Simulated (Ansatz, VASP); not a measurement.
**TeOs3: VASP beside Ansatz**

```
Te Os
1.0
     4.14438    0.00000    0.00000
     0.00000    4.14438    0.00000
     0.00000    0.00000    4.14438
Te Os
1 3
Direct
  0.00000 0.00000 0.00000
  0.00000 0.50000 0.50000
  0.50000 0.00000 0.50000
  0.50000 0.50000 0.00000
```

Alike in both runs: task relaxation of cell and atoms; functional PBE; k mesh 4 × 4 × 4; occupations gaussian, width 0.1 eV; no spin polarisation.

```csv
,VASP,Ansatz
version,VASP 6.6.1,Ansatz 0.2.0
potentials or method,"VASP PAW PBE potentials, release 64 (Te, Os), cutoff 600 eV","scalar-relativistic, plane waves, PAW"
valence electrons in the cell,30,64
```

```tsv
	VASP	Ansatz	Ansatz less VASP
gap on the k mesh at the Fermi level, each at its own relaxed structure (eV)	none	none	-
relaxed volume (Å³/atom)	15.90	15.90	-0.007
relaxed length of the cell vector where the two differ most in proportion (Å)	3.992	3.991	-0.0006
```

A gap of «none» marks a metal or a gap that the smearing closes. VASP's potentials hold 30 valence electrons a cell and Ansatz's 64, so a difference there can come from the potentials and not from the codes.

The k mesh is coarse, so the values compare programs but aren't converged. Neither program's run includes spin-orbit coupling.
